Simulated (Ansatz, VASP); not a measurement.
# One calculation of HfO2, two programs

```
Hf O
1.0
     0.00000    2.51242    2.51242
     2.51242    0.00000    2.51242
     2.51242    2.51242    0.00000
Hf O
1 2
Direct
  0.00000 0.00000 0.00000
  0.25000 0.25000 0.25000
  0.75000 0.75000 0.75000
```

Alike in both runs: functional r2SCAN; k mesh 10 × 10 × 10; occupations fermi-dirac, width 0.02 eV; no spin polarisation.

Ansatz relaxed the structure, and its values are those at the end. VASP's run is a single point on that final structure, the one shown.

|  | VASP | Ansatz |
| --- | --- | --- |
| version | VASP 6.6.1 | Ansatz 0.2.0 |
| potentials or method | VASP PAW PBE potentials, release 64 (Hf_pv, O), cutoff 520 eV | PAW plane waves |
| valence electrons in the cell | 22 | 38 |

Ansatz gave:

| Quantity | Value |
| --- | --- |
| gap on the k mesh at the Fermi level (eV) | 4.36 |
| pressure (GPa) | 5.7 |

Q: What did VASP give for the same quantities?

A: gap on the k mesh at the Fermi level (eV): 4.37; pressure (GPa): 1.5.

VASP's potentials were made for PBE, not for r2SCAN. One of these differences is far larger than is usual between the two programs; its cause wasn't traced. With one functional, cell and mesh, what is left measures potentials, basis and numerics. VASP's potentials hold 22 valence electrons a cell and Ansatz's 38, so a difference there can come from the potentials and not from the codes. Ansatz's warnings: stress scf threshold loose.

Spin-orbit coupling is off throughout.
